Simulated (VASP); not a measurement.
Set up this calculation in VASP 6.6.1, as the native input.

```yaml
Task: relaxation of cell and atoms
Functional: PBEsol
Potentials_or_basis: VASP PAW PBE potentials, release 64 (Cd, Te)
Cutoff: 600 eV
k_mesh: 6 × 6 × 6
Occupations: gaussian, width 0.01 eV
Spin: no spin polarisation
Target_pressure: 1 GPa
Dipole_correction: no
Further_INCAR_settings: ALGO = Normal; EDIFF = 1e-06; IBRION = 2; EDIFFG = -0.002; NSW = 100; ISIF = 3
```

The structure of CdTe lies in POSCAR:

```
CdTe
1.0
    0.0000000000      3.2446940540      3.2446940540
    3.2446940540      0.0000000000      3.2446940540
    3.2446940540      3.2446940540      0.0000000000
Cd Te
1 1
Direct
    0.0000000000      0.0000000000      0.0000000000
    0.7500000000      0.7500000000      0.7500000000
```

One way to write it, as run:

INCAR

```
SYSTEM = CdTe
  PREC = Accurate
  ENCUT = 600
  EDIFF = 1E-6
  ISMEAR = 0
  SIGMA = 0.01
  LREAL = .False.
  LASPH = .True.
  NELM = 60
  ALGO = Normal
  ISIF = 3
  LWAVE = .False.
  LCHARG = .False.
  GGA = PS
  IBRION = 2
  NSW = 100
  EDIFFG = -0.002
  PSTRESS = 10.0
```

KPOINTS

```
regular mesh
0
Gamma
  6 6 6
  0 0 0
```

Potentials or basis: VASP PAW PBE potentials, release 64 (Cd, Te).

The run is started by

```bash
$ cat potpaw_PBE.64/Cd/POTCAR potpaw_PBE.64/Te/POTCAR > POTCAR
$ mpirun -np 1 vasp_std > vasp.out
```

It gave:

```yaml
Relaxed_volume: 33.50 Å³/atom
Relaxed_cell: a = 4.559 Å, b = 4.559 Å, c = 4.559 Å, α = 60.00°, β = 60.00°, γ = 60.00°
Space_group_after_relaxing_to_0.05_Å: F-43m (No. 216)
Energy_change_on_relaxing_the_enthalpy_is_what_falls: +2.3 meV/atom
Ionic_steps: 13
Pressure_after_relaxing: 1.0 GPa
Band_gap_on_the_k_mesh: 0.71 eV, direct
```

Caveat: the cell is relaxed towards a set pressure, so the enthalpy falls and the energy may rise; the PAW data sets were made with another functional, which shifts forces and pressure a little; spin-orbit coupling is left out, which moves the levels of the heavy elements.

Wall time 87 s on 1 thread of Intel(R) Xeon(R) 6975P-C (Granite Rapids), on a shared host, peak memory 0.23 GiB.
